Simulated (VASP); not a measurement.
Here is a VASP 6.6.1 calculation.

Contents of INCAR:

```
SYSTEM = GaN
  PREC = Accurate
  ENCUT = 520
  EDIFF = 1E-7
  ISMEAR = -1
  SIGMA = 0.02
  LREAL = .False.
  LASPH = .True.
  NELM = 60
  ALGO = Normal
  ISIF = 2
  LWAVE = .False.
  LCHARG = .False.
  GGA = PS
  NBANDS = 16
```

Contents of KPOINTS:

```
Automatic mesh
0
Gamma
  10 10 10
  0 0 0
```

The input POSCAR:

```
GaN
1.0
    0.0000000000      1.9858360706      1.9858360706
    1.9858360706      0.0000000000      1.9858360706
    1.9858360706      1.9858360706      0.0000000000
Ga N
1 1
Direct
    0.5000000000      0.5000000000      0.5000000000
    0.0000000000      0.0000000000      0.0000000000
```

Potentials or basis: VASP PAW PBE potentials, release 64 (Ga_d, N).

The run is started by

```console
$ cat potpaw_PBE.64/Ga_d/POTCAR potpaw_PBE.64/N/POTCAR > POTCAR
$ mpirun -np 1 vasp_std > vasp.out
```

What does it give for the pressure?

64.3 GPa.

Predict the band gap on the k mesh.

1.80 eV, indirect (least direct gap 5.37 eV).

Caveat: the PAW data sets were made with another functional, which shifts forces and pressure a little. A k mesh can miss the band edges.
